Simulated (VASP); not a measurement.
# MnO (Fm-3m) in VASP: further runs

The runs below take MnO through single point, with PBE+U.

Everything below comes from runs of VASP 6.6.1. Logs are shortened: lines on timing, memory, paths and dates and some standing lists are left out, and cuts for length are marked.

**1. The cell of the first run**

The structure is cubic, space group Fm-3m (No. 225). Conventional cell: a = 4.459 Å, b = 4.459 Å, c = 4.459 Å, α = 90.00°, β = 90.00°, γ = 90.00°. Mn (site symmetry m-3m) has 6 O at 2.23 Å within 2.9 Å. O (site symmetry m-3m) has 6 Mn at 2.23 Å within 2.9 Å.

**2. Single point, PBE+U, collinear spin, ferromagnetic start**

INCAR reads:

```
SYSTEM = MnO
PREC = Accurate ; ENCUT = 520
EDIFF = 1E-6 ; ISMEAR = 0
SIGMA = 0.05 ; LREAL = .False.
LASPH = .True. ; NELM = 150
ALGO = Normal ; ISIF = 2
LWAVE = .False. ; LCHARG = .True.
ISPIN = 2 ; MAGMOM = 5 0
LORBIT = 11 ; LMAXMIX = 4
LDAU = .True. ; LDAUTYPE = 2
LDAUL = 2 -1 ; LDAUU = 3.9 0
LDAUJ = 0 0 ; LDAUPRINT = 1
GGA = PE ; LELF = .True.
LVHAR = .True. ; NBANDS = 20
```

KPOINTS reads:

```
regular mesh
0
Gamma
  5 5 5
  0 0 0
```

POSCAR reads:

```
MnO
1.0
    0.0000000000      2.2293821140      2.2293821140
    2.2293821140      0.0000000000      2.2293821140
    2.2293821140      2.2293821140      0.0000000000
Mn O
1 1
Direct
    0.0000000000      0.0000000000      0.0000000000
    0.5000000000      0.5000000000      0.5000000000
```

Potentials or basis: VASP PAW PBE potentials, release 64 (Mn_pv, O).

On the command line:

```
$ cat potpaw_PBE.64/Mn_pv/POTCAR potpaw_PBE.64/O/POTCAR > POTCAR
$ mpirun -np 1 vasp_std > vasp.out
```

OUTCAR:

```text
SYSTEM = MnO
   PREC = Accurate
   ENCUT = 520
   EDIFF = 1E-6
   ISMEAR = 0
   LREAL = .False.
   LASPH = .True.
   NELM = 150
   ISIF = 2
   ISPIN = 2
   LORBIT = 11
   GGA = PE

 ion  position               nearest neighbor table
   1  0.000  0.000  0.000-   2 2.23   2 2.23   2 2.23   2 2.23   2 2.23   2 2.23
   2  0.500  0.500  0.500-   1 2.23   1 2.23   1 2.23   1 2.23   1 2.23   1 2.23

  LATTYP: Found a face centered cubic cell.
 ALAT       =     4.4587642280

  Lattice vectors:

 A1 = (   0.0000000000,   2.2293821140,   2.2293821140)
 A2 = (   2.2293821140,   0.0000000000,   2.2293821140)
 A3 = (   2.2293821140,   2.2293821140,   0.0000000000)

Analysis of symmetry for initial positions (statically):
[... 5 lines left out ...]
 face centered cubic supercell.

 Subroutine GETGRP returns: Found 48 space group operations
 (whereof 48 operations were pure point group operations)
 out of a pool of 48 trial point group operations.

The static configuration has the point symmetry O_h .

Analysis of symmetry for dynamics (positions and initial velocities):
[... 5 lines left out ...]
 face centered cubic supercell.

 Subroutine GETGRP returns: Found 48 space group operations
 (whereof 48 operations were pure point group operations)
 out of a pool of 48 trial point group operations.

The dynamic configuration has the point symmetry O_h .

Analysis of structural, dynamic, and magnetic symmetry:
=====================================================================
 Subroutine PRICEL returns:
 Original cell was already a primitive cell.

 Routine SETGRP: Setting up the symmetry group for a
 face centered cubic supercell.

 Subroutine GETGRP returns: Found 48 space group operations
 (whereof 48 operations were pure point group operations)
 out of a pool of 48 trial point group operations.

The overall configuration has the point symmetry O_h .

 Subroutine INISYM returns: Found 48 space group operations
 (whereof 48 operations are pure point group operations),
 and found     1 'primitive' translations

----------------------------------------------------------------------------------------

                                     Primitive cell

  volume of cell :      22.1607

  direct lattice vectors                    reciprocal lattice vectors
     0.000000000  2.229382114  2.229382114    -0.224277389  0.224277389  0.224277389
     2.229382114  0.000000000  2.229382114     0.224277389 -0.224277389  0.224277389
     2.229382114  2.229382114  0.000000000     0.224277389  0.224277389 -0.224277389

  length of vectors
     3.152822421  3.152822421  3.152822421     0.388459833  0.388459833  0.388459833

  position of ions in fractional coordinates (direct lattice)
     0.000000000  0.000000000  0.000000000
     0.500000000  0.500000000  0.500000000

  ion indices of the primitive-cell ions
   primitive index   ion index
                 1           1
                 2           2

----------------------------------------------------------------------------------------

 KPOINTS: regular mesh

Automatic generation of k-mesh.
 Grid dimensions read from file:
 generate k-points for:    5    5    5

 Generating k-lattice:

  Cartesian coordinates                     Fractional coordinates (reciprocal lattice)
    -0.044855478  0.044855478  0.044855478     0.200000000  0.000000000  0.000000000
     0.044855478 -0.044855478  0.044855478     0.000000000  0.200000000  0.000000000
     0.044855478  0.044855478 -0.044855478     0.000000000  0.000000000  0.200000000

  Length of vectors
     0.077691967  0.077691967  0.077691967

  Shift w.r.t. Gamma in fractional coordinates (k-lattice)
     0.000000000  0.000000000  0.000000000

 Subroutine IBZKPT returns following result:
 ===========================================

 Found     10 irreducible k-points:

 Following reciprocal coordinates:
[... 39 lines left out ...]
   PSTRESS=    0.0 pullay stress
   NELECT =      19.0000    total number of electrons
   NUPDOWN=      -1.0000    fix difference up-down
   EMIN   =  10.00;   EMAX   =-10.00  energy-range for DOS
   EFERMI =   0.00;   METHOD = LEGACY
   ISMEAR =     0;   SIGMA  =   0.05  broadening in eV -4-tet -1-fermi 0-gaus
   EFERMI_NEDOS =   21; number of points for ismear=-14 and -15
   IALGO  =     38    algorithm
   IMIX   =      4    mixing-type and parameters
     AMIX     =   0.40;   BMIX     =  1.00
     AMIX_MAG =   1.60;   BMIX_MAG =  1.00
  volume/ion in A,a.u.               =      11.08        74.77
  Fermi-wavevector in a.u.,A,eV,Ry     =   1.555243  2.938983 32.909500  2.418780
  Thomas-Fermi vector in A             =   2.659212
   LORBIT       =     11    0 simple, 1 ext, 2 COOP (PROOUT), +10 PAW based schemes
 LDA+U is selected, type is set to LDAUTYPE =  2
   angular momentum for each species LDAUL =     2   -1
   U (eV)           for each species LDAUU =   3.9  0.0
   J (eV)           for each species LDAUJ =   0.0  0.0
   GGA     = PE    functional components
   LHFCALC =     F    Hartree Fock is set to
   AEXX    =    0.0000 exact exchange contribution
   IVDW    =     0    specifies the selected vdW correction
   LEPSILON=     F    determine dielectric tensor
   LRPA    =     F    only Hartree local field effects (RPA)
 spin polarized calculation
 Gauss-broadening in eV      SIGMA  =   0.05
  energy-cutoff  :      520.00
  volume of cell :       22.16
 maximum number of plane-waves:       609
   NGX = 11   NGY = 11   NGZ = 11

atom =   1  type =  1  l = 2

 onsite density matrix

spin component  1

  0.9404  0.0000  0.0000  0.0000 -0.0000
  0.0000  0.9404  0.0000  0.0000 -0.0000
  0.0000  0.0000  0.9765  0.0000  0.0000
  0.0000  0.0000  0.0000  0.9404  0.0000
 -0.0000 -0.0000  0.0000  0.0000  0.9765

spin component  2

  0.0187  0.0000 -0.0000  0.0000  0.0000
  0.0000  0.0187 -0.0000  0.0000 -0.0000
 -0.0000 -0.0000  0.0723 -0.0000 -0.0000
  0.0000  0.0000 -0.0000  0.0187 -0.0000
  0.0000 -0.0000 -0.0000 -0.0000  0.0723

 occupancies and eigenvectors

  o =  0.0187  v =  0.0000  0.0000  0.0000  0.0000  0.0000  1.0000 -0.0022  0.0000 -0.0068 -0.0000      0.0000  0.0000  0.0000  0.0000  0.0000  0.0000  0.0000  0.0000  0.0000  0.0000
  o =  0.0187  v =  0.0000  0.0000  0.0000  0.0000  0.0000  0.0020  0.9993  0.0000 -0.0360 -0.0000      0.0000  0.0000  0.0000  0.0000  0.0000  0.0000  0.0000  0.0000  0.0000  0.0000
  o =  0.0187  v =  0.0000  0.0000  0.0000  0.0000  0.0000 -0.0068 -0.0360 -0.0000 -0.9993 -0.0000      0.0000  0.0000  0.0000  0.0000  0.0000  0.0000  0.0000  0.0000  0.0000  0.0000
  o =  0.0723  v =  0.0000  0.0000  0.0000  0.0000  0.0000 -0.0000  0.0000 -0.0206  0.0000 -0.9998      0.0000  0.0000  0.0000  0.0000  0.0000  0.0000  0.0000  0.0000  0.0000  0.0000
  o =  0.0723  v =  0.0000  0.0000  0.0000  0.0000  0.0000  0.0000  0.0000 -0.9998  0.0000  0.0206      0.0000  0.0000  0.0000  0.0000  0.0000  0.0000  0.0000  0.0000  0.0000  0.0000
  o =  0.9404  v =  0.0000 -0.1655 -0.0000  0.9862  0.0000  0.0000  0.0000  0.0000  0.0000  0.0000      0.0000  0.0000  0.0000  0.0000  0.0000  0.0000  0.0000  0.0000  0.0000  0.0000
  o =  0.9404  v =  1.0000  0.0000  0.0000  0.0000  0.0000  0.0000  0.0000  0.0000  0.0000  0.0000      0.0000  0.0000  0.0000  0.0000  0.0000  0.0000  0.0000  0.0000  0.0000  0.0000
  o =  0.9404  v =  0.0000 -0.9862  0.0000 -0.1655  0.0000  0.0000  0.0000  0.0000  0.0000  0.0000      0.0000  0.0000  0.0000  0.0000  0.0000  0.0000  0.0000  0.0000  0.0000  0.0000
  o =  0.9765  v =  0.0000  0.0000  1.0000  0.0000 -0.0045  0.0000  0.0000  0.0000  0.0000  0.0000      0.0000  0.0000  0.0000  0.0000  0.0000  0.0000  0.0000  0.0000  0.0000  0.0000
  o =  0.9765  v =  0.0000  0.0000  0.0045 -0.0000  1.0000  0.0000  0.0000  0.0000  0.0000  0.0000      0.0000  0.0000  0.0000  0.0000  0.0000  0.0000  0.0000  0.0000  0.0000  0.0000

 number of electron      18.9999990 magnetization       4.9999964

 Free energy of the ion-electron system (eV)
  ---------------------------------------------------
  ext. energy  EPLUGINS =         0.00000000
  ---------------------------------------------------
  free energy    TOTEN  =       -15.46385363 eV

  energy without entropy =      -15.46385362  energy(sigma->0) =      -15.46385362

 E-fermi :   6.7968     XC(G=0): -11.7528

 val. band max:        6.6021922372   @ k =   0.4000   0.0000   0.0000
 cond. band min:       6.9734072933   @ k =   0.0000   0.0000   0.0000
 fundamental gap:      0.3712150561
 Fermi energy:         6.7968467572

 spin component 1

 k-point     1 :       0.0000    0.0000    0.0000
  band No.  band energies     occupation
      1     -42.9625      1.00000
      2     -42.9625      1.00000
      3     -42.9625      1.00000
      4     -12.4751      1.00000
      5       2.6269      1.00000
      6       2.6269      1.00000
[... 206 lines left out ...]
      6       1.0511      1.00000
[... 12 lines left out ...]
     19      32.9276      0.00000
     20      33.5609      0.00000
 Fermi energy:         6.7968467572

 spin component 2

 k-point     1 :       0.0000    0.0000    0.0000
  band No.  band energies     occupation
      1     -38.0021      1.00000
      2     -38.0021      1.00000
      3     -38.0021      1.00000
      4     -12.1016      1.00000
      5       4.3500      1.00000
      6       4.3500      1.00000
[... 219 lines left out ...]
     19      34.4479      0.00000
     20      34.9619      0.00000

------------------------ aborting loop because EDIFF is reached ----------------------------------------

  FORCE on cell =-STRESS in cart. coord.  units (eV):
  Direction    XX          YY          ZZ          XY          YZ          ZX
  --------------------------------------------------------------------------------------
  -------------------------------------------------------------------------------------
  Total        0.8485732      0.8485732      0.8485732      0.0000000      0.0000000     -0.0000000
  in kB       61.3502533     61.3502533     61.3502533      0.0000000      0.0000000     -0.0000000
  external PRESSURE =      61.3502533 kB  Pullay stress =       0.0000000 kB

 VOLUME and BASIS-vectors are now :
 -----------------------------------------------------------------------------
  energy-cutoff  :      520.00
  volume of cell :       22.16
      direct lattice vectors                 reciprocal lattice vectors
     0.000000000  2.229382114  2.229382114    -0.224277389  0.224277389  0.224277389
     2.229382114  0.000000000  2.229382114     0.224277389 -0.224277389  0.224277389
     2.229382114  2.229382114  0.000000000     0.224277389  0.224277389 -0.224277389

 POSITION                                       TOTAL-FORCE (eV/Angst)
 -----------------------------------------------------------------------------------
      0.00000      0.00000      0.00000         0.000000      0.000000     -0.000000
      2.22938      2.22938      2.22938         0.000000      0.000000      0.000000
 -----------------------------------------------------------------------------------
    total drift:                                0.000000     -0.000000     -0.000000

  FREE ENERGIE OF THE ION-ELECTRON SYSTEM (eV)
  ---------------------------------------------------
  free  energy   TOTEN  =       -15.4638536251 eV

  energy  without entropy=      -15.4638536242  energy(sigma->0) =      -15.46385362

 total charge

# of ion       s       p       d       tot
------------------------------------------
    1        0.206   6.181   4.955  11.342
    2        1.554   3.452   0.000   5.007
--------------------------------------------------
tot          1.760   9.633   4.955  16.349

 magnetization (x)

# of ion       s       p       d       tot
------------------------------------------
    1        0.033   0.026   4.564   4.623
    2        0.023   0.132   0.000   0.155
--------------------------------------------------
tot          0.055   0.158   4.564   4.778
```

Wall time 9.7 s (1 thread of AMD EPYC 7R13 (Zen 3), shared host); peak memory 0.11 GiB.

Results:

```
Free energy                                           : -15.4639 eV
Pressure                                              : 6.1 GPa
Band gap on the k mesh                                : 0.37 eV, indirect (least direct gap 2.62 eV)
Net moment                                            : 5.00 μB per cell
Site moments                                          : Mn +4.62; O +0.15 μB
Valence electrons inside the program's atomic spheres : Mn 11.34; O 5.01
```

Levels at points of the mesh, in eV from the valence-band top:
Spin up:
```
           k point  band 9  band 10  band 11  band 12  band 13  band 14  band 15  band 16
(0.00, 0.00, 0.00)   -3.65    -2.56    -2.56    -2.56     0.37    14.79    16.47    16.47
```
Spin down:
| k point | band 4 | band 5 | band 6 | band 7 | band 8 | band 9 | band 10 | band 11 |
| --- | --- | --- | --- | --- | --- | --- | --- | --- |
| (0.00, 0.00, 0.00) | -18.70 | -2.25 | -2.25 | -2.25 | 1.74 | 3.39 | 3.39 | 3.39 |

Eigenvalues of the final occupation matrices:
```tsv
site	spin	trace	eigenvalues
site 1 d	1	4.77	0.94 0.94 0.94 0.98 0.98
site 1 d	2	0.20	0.02 0.02 0.02 0.07 0.07
```

Caveat: the k points lie up to 0.49 Å⁻¹ apart; a cell with one magnetic atom can't hold antiferromagnetic order, which such compounds often take.

**3. Single point, PBE+U, collinear spin, ferromagnetic start**

This run uses another cell than the first one, of 11.64 Å³/atom, 1.051 times its volume.

INCAR reads:

```
PREC     = Accurate       # precision mode
ENCUT    = 520            # plane-wave cutoff, eV
EDIFF    = 1E-7           # SCF threshold, eV
ISMEAR   = 0              # smearing method
SIGMA    = 0.05           # smearing width, eV
LREAL    = F              # projectors in reciprocal space
LASPH    = T              # aspherical terms in the spheres
NELM     = 150            # most SCF steps
ALGO     = Normal         # electronic algorithm
ISIF     = 2              # what is computed and relaxed
LWAVE    = F              # write WAVECAR
LCHARG   = F              # write CHGCAR
ISPIN    = 2              # spin polarisation
MAGMOM   = 4.76 0         # initial moments
LORBIT   = 11             # projections on sites
LMAXMIX  = 4              # l up to which the mixer works
LDAU     = T              # DFT+U
LDAUTYPE = 2            
LDAUL    = 2 -1           # shell
LDAUU    = 3.9 0          # U, eV
LDAUJ    = 0 0          
LDAUPRINT= 1            
GGA      = PE             # functional
NBANDS   = 20             # bands
```

KPOINTS reads:

```
Automatic mesh
0
Gamma
  6 6 6
```

POSCAR reads:

```
MnO
1.0
    0.0000000000      2.2664570858      2.2664570858
    2.2664570858      0.0000000000      2.2664570858
    2.2664570858      2.2664570858      0.0000000000
Mn O
1 1
Direct
    0.0000000000      0.0000000000      0.0000000000
    0.5000000000      0.5000000000      0.5000000000
```

Potentials or basis: VASP PAW PBE potentials, release 64 (Mn_pv, O).

On the command line:

```
$ cat potpaw_PBE.64/Mn_pv/POTCAR potpaw_PBE.64/O/POTCAR > POTCAR
$ mpirun -np 1 vasp_std > vasp.out
```

OUTCAR:

```text
PREC = Accurate
   ENCUT = 520
   EDIFF = 1E-7
   ISMEAR = 0
   LREAL = F
   LASPH = T
   NELM = 150
   ISIF = 2
   ISPIN = 2
   LORBIT = 11
   GGA = PE

 ion  position               nearest neighbor table
   1  0.000  0.000  0.000-   2 2.27   2 2.27   2 2.27   2 2.27   2 2.27   2 2.27
   2  0.500  0.500  0.500-   1 2.27   1 2.27   1 2.27   1 2.27   1 2.27   1 2.27

  LATTYP: Found a face centered cubic cell.
 ALAT       =     4.5329141716

  Lattice vectors:

 A1 = (   0.0000000000,   2.2664570858,   2.2664570858)
 A2 = (   2.2664570858,   0.0000000000,   2.2664570858)
 A3 = (   2.2664570858,   2.2664570858,   0.0000000000)

Analysis of symmetry for initial positions (statically):
[... 5 lines left out ...]
 face centered cubic supercell.

 Subroutine GETGRP returns: Found 48 space group operations
 (whereof 48 operations were pure point group operations)
 out of a pool of 48 trial point group operations.

The static configuration has the point symmetry O_h .

[... 584 lines left out ...]
      1     -38.6282      1.00000
      2     -38.6282      1.00000
      3     -38.6282      1.00000
      4     -12.3371      1.00000
      5       3.9245      1.00000
      6       3.9245      1.00000
[... 357 lines left out ...]
     19      33.0204      0.00000
     20      34.4090      0.00000

------------------------ aborting loop because EDIFF is reached ----------------------------------------

  FORCE on cell =-STRESS in cart. coord.  units (eV):
  Direction    XX          YY          ZZ          XY          YZ          ZX
  --------------------------------------------------------------------------------------
  -------------------------------------------------------------------------------------
  Total       -0.2136233     -0.2136233     -0.2136233      0.0000000      0.0000000      0.0000000
  in kB      -14.6989664    -14.6989664    -14.6989664      0.0000000      0.0000000      0.0000000
  external PRESSURE =     -14.6989664 kB  Pullay stress =       0.0000000 kB

 VOLUME and BASIS-vectors are now :
 -----------------------------------------------------------------------------
  energy-cutoff  :      520.00
  volume of cell :       23.28
      direct lattice vectors                 reciprocal lattice vectors
     0.000000000  2.266457086  2.266457086    -0.220608633  0.220608633  0.220608633
     2.266457086  0.000000000  2.266457086     0.220608633 -0.220608633  0.220608633
     2.266457086  2.266457086  0.000000000     0.220608633  0.220608633 -0.220608633

 POSITION                                       TOTAL-FORCE (eV/Angst)
 -----------------------------------------------------------------------------------
      0.00000      0.00000      0.00000        -0.000000      0.000000     -0.000000
      2.26646      2.26646      2.26646         0.000000     -0.000000      0.000000
 -----------------------------------------------------------------------------------
    total drift:                                0.000000     -0.000000     -0.000000

  FREE ENERGIE OF THE ION-ELECTRON SYSTEM (eV)
  ---------------------------------------------------
  free  energy   TOTEN  =       -15.4830860124 eV

  energy  without entropy=      -15.4829765170  energy(sigma->0) =      -15.48303126

 total charge

# of ion       s       p       d       tot
------------------------------------------
    1        0.198   6.164   4.933  11.295
    2        1.555   3.427   0.000   4.982
--------------------------------------------------
tot          1.753   9.591   4.933  16.277

 magnetization (x)

# of ion       s       p       d       tot
------------------------------------------
    1        0.033   0.025   4.573   4.631
    2        0.022   0.119   0.000   0.141
--------------------------------------------------
tot          0.055   0.144   4.573   4.773
```

It took 14 s on 1 thread of AMD EPYC 7R13 (Zen 3), shared host; peak memory 0.12 GiB.

Results:

```
Free energy                                           : -15.4831 eV
Pressure                                              : -1.5 GPa
Band gap on the k mesh                                : 0.10 eV, indirect (least direct gap 2.26 eV)
Net moment                                            : 5.00 μB per cell
Site moments                                          : Mn +4.63; O +0.14 μB
Valence electrons inside the program's atomic spheres : Mn 11.29; O 4.98
```

Levels at points of the mesh, in eV from the valence-band top:
Spin up:
```
           k point  band 8  band 9  band 10  band 11  band 12  band 13  band 14  band 15  band 16  band 17
(0.00, 0.00, 0.00)   -3.71   -3.71    -2.43    -2.43    -2.43     0.11    14.60    16.05    16.05    16.05
(0.50, 0.00, 0.00)   -3.30   -3.30    -2.48     0.00     0.00     4.19     8.13    12.27    12.27    18.11
(0.50, 0.50, 0.00)   -3.45   -3.37    -3.08    -3.08    -3.01     5.36     8.47    10.28    13.91    13.91
```
Spin down:
| k point | band 4 | band 5 | band 6 | band 7 | band 8 | band 9 | band 10 | band 11 |
| --- | --- | --- | --- | --- | --- | --- | --- | --- |
| (0.00, 0.00, 0.00) | -18.42 | -2.15 | -2.15 | -2.15 | 1.45 | 3.39 | 3.39 | 3.39 |
| (0.50, 0.00, 0.00) | -17.56 | -5.90 | -3.25 | -3.25 | 4.36 | 4.66 | 4.66 | 5.24 |
| (0.50, 0.50, 0.00) | -17.53 | -5.11 | -3.10 | -3.10 | 1.62 | 4.48 | 4.53 | 5.15 |

Eigenvalues of the final occupation matrices:
| site | spin | trace | eigenvalues |
| --- | --- | --- | --- |
| site 1 d | 1 | 4.77 | 0.94 0.94 0.94 0.97 0.97 |
| site 1 d | 2 | 0.18 | 0.02 0.02 0.02 0.07 0.07 |

Caveat: a cell with one magnetic atom can't hold antiferromagnetic order, which such compounds often take. The state reached can hang on the start; a lower one may exist.

[end of part 1 of 2]
